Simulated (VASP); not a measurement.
# BN (rocksalt type): single point with LDA

Crystal: BN (rocksalt type).

```
B N
1.0
     0.00000    1.49061    1.49061
     1.49061    0.00000    1.49061
     1.49061    1.49061    0.00000
B N
1 1
Cartesian
  0.0000 0.0000 0.0000
  1.4906 1.4906 1.4906
```

This cell differs from its parent crystal: volume scaled by 0.64.

```yaml
Program: VASP 6.6.1
Task: single point
Functional: LDA
Potentials_or_basis: VASP PAW LDA potentials, release 64 (B, N)
Cutoff: 520 eV
k_mesh: 15 × 15 × 15
Occupations: fermi-dirac, width 0.05 eV
Spin: no spin polarisation
```

| Property | Result |
| --- | --- |
| Pressure | 428.3 GPa |
| Band gap on the k mesh | 5.54 eV, indirect (least direct gap 7.51 eV) |

Levels at points of the mesh, in eV from the valence-band top:
```csv
k point,band 2,band 3,band 4,band 5,band 6,band 7
"(0.00, 0.00, 0.00)",-1.25,-1.25,-1.25,17.38,17.38,17.38
```

It took 8 s on 1 thread of Intel Xeon 8259CL, with other jobs on the host, peak memory 0.11 GiB.

 A k mesh can miss the band edges.
